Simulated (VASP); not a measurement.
# SnAu2O3 (P-3m1) in VASP: single point with PBEsol

Aim: the single point of SnAu2O3 with PBEsol.

All numbers are computed with VASP 6.6.1; they aren't measurements. Logs are shortened: lines on timing, memory, paths and dates and some standing lists are left out, and cuts for length are marked.

## Step 1: The cell of the first run

Symmetry: P-3m1, No. 164, trigonal system. Conventional cell: a = 3.097 Å, b = 3.097 Å, c = 11.227 Å, α = 90.00°, β = 90.00°, γ = 120.00°. Within 2.7 Å of Sn (site symmetry -3m) lie 6 O at 2.08 Å. Au (site symmetry 3m) has 3 O at 2.35 Å and 6 Au at 3.10 Å within 3.1 Å. Within 2.8 Å of O (site symmetry 3m) lie 3 Sn at 2.08 Å and 3 O at 2.77 Å. O (site symmetry -3m) has 6 Au at 2.35 Å and 6 O at 3.10 Å within 3.1 Å.

## Step 2: Single point, PBEsol

The input, INCAR:

```
SYSTEM = SnAu2O3
ALGO = Normal
EDIFF = 1E-6
ENCUT = 700
GGA = PS
GGA_COMPAT = .False.
ISIF = 2
ISMEAR = -1
LASPH = .True.
LCHARG = .False.
LREAL = .False.
LWAVE = .False.
NBANDS = 44
NELM = 120
PREC = Accurate
SIGMA = 0.03
```

The input, KPOINTS:

```
k-points
0
Gamma
  6 6 4
  0 0 0
```

The input, POSCAR:

```
SnAu2O3
1.0
    3.0965768550     -0.0000000025      0.0000000000
   -1.5482884253      2.6817142224      0.0000000000
    0.0000000000      0.0000000000     11.2265794712
Sn Au O
1 2 3
Direct
    0.0000000000      0.0000000000      0.0000000000
    0.3333333333      0.6666666667      0.6361020037
    0.6666666667      0.3333333333      0.3638979963
    0.3333333333      0.6666666667      0.0940950044
    0.6666666667      0.3333333333      0.9059049956
    0.0000000000      0.0000000000      0.5000000000
```

Potentials or basis: VASP PAW PBE potentials, release 64 (Sn_d, Au_sv_GW, O).

On the command line:

```sh
$ cat potpaw_PBE.64/Sn_d/POTCAR potpaw_PBE.64/Au_sv_GW/POTCAR potpaw_PBE.64/O/POTCAR > POTCAR
$ mpirun -np 1 vasp_std > vasp.out
```

OUTCAR:

```text
SYSTEM = SnAu2O3
   EDIFF = 1E-6
   ENCUT = 700
   GGA = PS
   ISIF = 2
   ISMEAR = -1
   LASPH = .True.
   LREAL = .False.
   NELM = 120
   PREC = Accurate

 ion  position               nearest neighbor table
   1  0.000  0.000  0.000-   4 2.08   5 2.08   4 2.08   5 2.08   5 2.08   4 2.08
   2  0.333  0.667  0.636-   6 2.35   6 2.35   6 2.35
   3  0.667  0.333  0.364-   6 2.35   6 2.35   6 2.35
   4  0.333  0.667  0.094-   1 2.08   1 2.08   1 2.08
   5  0.667  0.333  0.906-   1 2.08   1 2.08   1 2.08
   6  0.000  0.000  0.500-   2 2.35   3 2.35   2 2.35   3 2.35   3 2.35   2 2.35

  LATTYP: Found a hexagonal cell.
 ALAT       =     3.0965768550
 C/A-ratio  =     3.6254806507

  Lattice vectors:

 A1 = (   3.0965768550,  -0.0000000025,   0.0000000000)
 A2 = (  -1.5482884253,   2.6817142224,   0.0000000000)
 A3 = (   0.0000000000,   0.0000000000,  11.2265794712)

Analysis of symmetry for initial positions (statically):
=====================================================================
 Subroutine PRICEL returns:
 Original cell was already a primitive cell.

 Routine SETGRP: Setting up the symmetry group for a
 hexagonal supercell.

 Subroutine GETGRP returns: Found 12 space group operations
 (whereof 12 operations were pure point group operations)
 out of a pool of 24 trial point group operations.

The static configuration has the point symmetry D_3d.

Analysis of symmetry for dynamics (positions and initial velocities):
=====================================================================
 Subroutine PRICEL returns:
 Original cell was already a primitive cell.

 Routine SETGRP: Setting up the symmetry group for a
 hexagonal supercell.

 Subroutine GETGRP returns: Found 12 space group operations
 (whereof 12 operations were pure point group operations)
 out of a pool of 24 trial point group operations.

The dynamic configuration has the point symmetry D_3d.

 Subroutine INISYM returns: Found 12 space group operations
 (whereof 12 operations are pure point group operations),
 and found     1 'primitive' translations

----------------------------------------------------------------------------------------

                                     Primitive cell

  volume of cell :      93.2270

  direct lattice vectors                    reciprocal lattice vectors
     3.096576855 -0.000000003  0.000000000     0.322937246  0.186447905  0.000000000
    -1.548288425  2.681714222  0.000000000     0.000000000  0.372895811  0.000000000
     0.000000000  0.000000000 11.226579471     0.000000000  0.000000000  0.089074326

  length of vectors
     3.096576855  3.096576855 11.226579471     0.372895811  0.372895811  0.089074326

  position of ions in fractional coordinates (direct lattice)
     0.000000000  0.000000000  0.000000000
     0.333333333  0.666666667  0.636102004
     0.666666667  0.333333333  0.363897996
     0.333333333  0.666666667  0.094095004
     0.666666667  0.333333333  0.905904996
     0.000000000  0.000000000  0.500000000

  ion indices of the primitive-cell ions
   primitive index   ion index
                 1           1
                 2           2
                 3           3
                 4           4
                 5           5
                 6           6

----------------------------------------------------------------------------------------

 KPOINTS: k-points

Automatic generation of k-mesh.
 Grid dimensions read from file:
 generate k-points for:    6    6    4

 Generating k-lattice:

  Cartesian coordinates                     Fractional coordinates (reciprocal lattice)
     0.053822874  0.031074651  0.000000000     0.166666667  0.000000000  0.000000000
     0.000000000  0.062149302  0.000000000     0.000000000  0.166666667  0.000000000
     0.000000000  0.000000000  0.022268582     0.000000000  0.000000000  0.250000000

  Length of vectors
     0.062149302  0.062149302  0.022268582

  Shift w.r.t. Gamma in fractional coordinates (k-lattice)
     0.000000000  0.000000000  0.000000000

 Subroutine IBZKPT returns following result:
 ===========================================

 Found     24 irreducible k-points:

 Following reciprocal coordinates:
            Coordinates               Weight
  0.000000  0.000000  0.000000      1.000000
  0.166667  0.000000  0.000000      6.000000
  0.333333  0.000000  0.000000      6.000000
  0.500000  0.000000  0.000000      3.000000
  0.166667  0.166667  0.000000      6.000000
  0.333333  0.166667  0.000000     12.000000
[... 16 lines left out ...]
  0.333333  0.166667  0.500000     12.000000
  0.333333  0.333333  0.500000      2.000000
   k-points           NKPTS =     24   k-points in BZ     NKDIM =     24   number of bands    NBANDS=     44
   number of dos      NEDOS =    301   number of ions     NIONS =      6
   total plane-waves  NPLWV =  76832
   dimension x,y,z NGX =    28 NGY =   28 NGZ =   98
   dimension x,y,z NGXF=    56 NGYF=   56 NGZF=  196
   ions per type =               1   2   3
   NGX,Y,Z   is equivalent  to a cutoff of  15.03, 15.03, 14.51 a.u.
   NGXF,Y,Z  is equivalent  to a cutoff of  30.06, 30.06, 29.02 a.u.
 SYSTEM =  SnAu2O3
   PREC   = accura    normal or accurate (medium, high low for compatibility)
   ISTART =      0    job   : 0-new  1-cont  2-samecut
   ICHARG =      2    charge: 1-file 2-atom 10-const
   ISPIN  =      1    spin polarized calculation?
   LNONCOLLINEAR =      F non collinear calculations
   LSORBIT =      F    spin-orbit coupling
   LASPH  =      T    aspherical Exc in radial PAW
   ENCUT  =  700.0 eV  51.45 Ry    7.17 a.u.   6.68  6.68 24.22*2*pi/ulx,y,z
   NELM   =    120;   NELMIN=  2; NELMDL= -5     # of ELM steps
   EDIFF  = 0.1E-05   stopping-criterion for ELM
   LREAL  =      F    real-space projection
   EDIFFG = 0.1E-04   stopping-criterion for IOM
   NSW    =      0    number of steps for IOM
   IBRION =     -1    ionic relax: 0-MD 1-quasi-New 2-CG
   NFREE  =      0    steps in history (QN), initial steepest desc. (CG)
   ISIF   =      2    stress and relaxation
   ISYM   =      2    0-nonsym 1-usesym 2-fastsym
   POTIM  = 0.5000    time-step for ionic-motion
   TEBEG  =    0.0;   TEEND  =   0.0 temperature during run
   PSTRESS=    0.0 pullay stress
   NELECT =      70.0000    total number of electrons
   NUPDOWN=      -1.0000    fix difference up-down
   EMIN   =  10.00;   EMAX   =-10.00  energy-range for DOS
   EFERMI =   0.00;   METHOD = LEGACY
   ISMEAR =    -1;   SIGMA  =   0.03  broadening in eV -4-tet -1-fermi 0-gaus
   EFERMI_NEDOS =   21; number of points for ismear=-14 and -15
   IALGO  =     38    algorithm
   IMIX   =      4    mixing-type and parameters
     AMIX     =   0.40;   BMIX     =  1.00
     AMIX_MAG =   1.60;   BMIX_MAG =  1.00
  volume/ion in A,a.u.               =      15.54       104.85
  Fermi-wavevector in a.u.,A,eV,Ry     =   1.487968  2.811852 30.123960  2.214049
  Thomas-Fermi vector in A             =   2.601062
   LORBIT       =      0    0 simple, 1 ext, 2 COOP (PROOUT), +10 PAW based schemes
   GGA     = PS    functional components
   LHFCALC =     F    Hartree Fock is set to
   AEXX    =    0.0000 exact exchange contribution
   IVDW    =     0    specifies the selected vdW correction
   LEPSILON=     F    determine dielectric tensor
   LRPA    =     F    only Hartree local field effects (RPA)
 non-spin polarized calculation
  energy-cutoff  :      700.00
  volume of cell :       93.23
 maximum number of plane-waves:      3984
 NGX is ok and might be reduce to    28
   NGX = 13   NGY = 13   NGZ = 49

 number of electron      69.9999999 magnetization

 Free energy of the ion-electron system (eV)
  ---------------------------------------------------
  ext. energy  EPLUGINS =         0.00000000
  ---------------------------------------------------
  free energy    TOTEN  =       -28.37789550 eV

  energy without entropy =      -28.36436496  energy(sigma->0) =      -28.37113023

 E-fermi :   5.5817     XC(G=0): -11.2113

 val. band max:        5.5515836291   @ k =   0.1667   0.0000   0.0000
 cond. band min:       5.6070955507   @ k =   0.3333   0.0000   0.2500
 fundamental gap:      0.0555119216
 Fermi energy:         5.5817366780

 k-point     1 :       0.0000    0.0000    0.0000
  band No.  band energies     occupation
      1     -98.9791      2.00000
      2     -98.9789      2.00000
      3     -50.2594      2.00000
      4     -50.2594      2.00000
      5     -50.2587      2.00000
      6     -50.2587      2.00000
[... 36 lines left out ...]
     43      14.4784      0.00000
     44      17.2157      0.00000

 k-point     2 :       0.1667    0.0000    0.0000
  band No.  band energies     occupation
      1     -98.9785      2.00000
      2     -98.9783      2.00000
      3     -50.2774      2.00000
      4     -50.2766      2.00000
      5     -50.2642      2.00000
      6     -50.2632      2.00000
[... 36 lines left out ...]
     43      14.9274      0.00000
     44      16.7990      0.00000

 k-point     3 :       0.3333    0.0000    0.0000
  band No.  band energies     occupation
      1     -98.9772      2.00000
      2     -98.9771      2.00000
      3     -50.3132      2.00000
      4     -50.3121      2.00000
      5     -50.2736      2.00000
      6     -50.2722      2.00000
[... 36 lines left out ...]
     43      13.7902      0.00000
     44      15.0133      0.00000

 k-point     4 :       0.5000    0.0000    0.0000
  band No.  band energies     occupation
      1     -98.9765      2.00000
      2     -98.9764      2.00000
      3     -50.3310      2.00000
      4     -50.3298      2.00000
      5     -50.2783      2.00000
      6     -50.2768      2.00000
[... 882 lines left out ...]
     43      14.2021      0.00000
     44      15.7631      0.00000

 k-point    23 :       0.3333    0.1667    0.5000
  band No.  band energies     occupation
      1     -98.9765      2.00000
      2     -98.9764      2.00000
      3     -50.3220      2.00000
      4     -50.3210      2.00000
      5     -50.2871      2.00000
      6     -50.2859      2.00000
[... 36 lines left out ...]
     43      13.7277      0.00000
     44      14.5652      0.00000

 k-point    24 :       0.3333    0.3333    0.5000
  band No.  band energies     occupation
      1     -98.9762      2.00000
      2     -98.9762      2.00000
      3     -50.3111      2.00000
      4     -50.3092      2.00000
      5     -50.3092      2.00000
      6     -50.3089      2.00000
[... 36 lines left out ...]
     43      12.6561      0.00000
     44      12.9843      0.00000

------------------------ aborting loop because EDIFF is reached ----------------------------------------

  FORCE on cell =-STRESS in cart. coord.  units (eV):
  Direction    XX          YY          ZZ          XY          YZ          ZX
  --------------------------------------------------------------------------------------
  -------------------------------------------------------------------------------------
  Total        0.1099975      0.1099975     -0.0485427      0.0000000     -0.0000000      0.0000000
  in kB        1.8903903      1.8903903     -0.8342432      0.0000000     -0.0000000      0.0000000
  external PRESSURE =       0.9821791 kB  Pullay stress =       0.0000000 kB

 VOLUME and BASIS-vectors are now :
 -----------------------------------------------------------------------------
  energy-cutoff  :      700.00
  volume of cell :       93.23
      direct lattice vectors                 reciprocal lattice vectors
     3.096576855 -0.000000003  0.000000000     0.322937246  0.186447905  0.000000000
    -1.548288425  2.681714222  0.000000000     0.000000000  0.372895811  0.000000000
     0.000000000  0.000000000 11.226579471     0.000000000  0.000000000  0.089074326

 POSITION                                       TOTAL-FORCE (eV/Angst)
 -----------------------------------------------------------------------------------
      0.00000      0.00000      0.00000         0.000000     -0.000000      0.000000
      0.00000      1.78781      7.14125        -0.000000      0.000000      0.005108
      1.54829      0.89390      4.08533         0.000000     -0.000000     -0.005108
      0.00000      1.78781      1.05637        -0.000000     -0.000000      0.064728
      1.54829      0.89390     10.17021        -0.000000      0.000000     -0.064728
      0.00000      0.00000      5.61329         0.000000     -0.000000      0.000000
 -----------------------------------------------------------------------------------
    total drift:                                0.000000      0.000000     -0.000000

  FREE ENERGIE OF THE ION-ELECTRON SYSTEM (eV)
  ---------------------------------------------------
  free  energy   TOTEN  =       -28.3778955046 eV

  energy  without entropy=      -28.3643649650  energy(sigma->0) =      -28.37113023
```

Wall time 3.7 min (1 thread of Intel Xeon Platinum 8259CL at 2.50GHz (Skylake/Cascade Lake), shared host); peak memory 0.35 GiB.

What came out:

```
Free energy            : -28.3779 eV
Pressure               : 0.1 GPa
Largest force          : 0.065 eV/Å
Band gap on the k mesh : zero (bands 35 and 36 overlap by 0.39 eV)
```

Forces in eV/Å, atoms in the order of the input:
```
Sn   0.000  0.000  0.000
Au   0.000  0.000  0.005
Au   0.000  0.000 -0.005
O    0.000  0.000  0.065
O    0.000  0.000 -0.065
O    0.000  0.000  0.000
```

Levels at points of the mesh, in eV from the Fermi level:
```
           k point  band 31  band 32  band 33  band 34  band 35  band 36  band 37  band 38  band 39  band 40
(0.00, 0.00, 0.00)    -2.43    -2.43    -2.26    -2.26    -0.36    -0.13    -0.13     0.09     2.83     4.58
(0.50, 0.00, 0.00)    -1.55    -1.53    -1.44    -1.22    -0.08     2.29     3.00     3.19     3.62     4.08
(0.00, 0.00, 0.50)    -2.43    -2.26    -2.26    -2.02    -1.23    -0.13    -0.13     0.78     2.67     4.54
(0.50, 0.00, 0.50)    -1.53    -1.49    -1.44    -1.23    -0.08     2.43     2.74     2.93     3.84     4.46
```

Caveat: the k points lie up to 0.39 Å⁻¹ apart; the PAW data sets were made with another functional, which shifts forces and pressure a little; spin-orbit coupling is left out, which moves the levels of the heavy elements.

The gap in the log of VASP goes by the Fermi energy; the results here count the filled bands.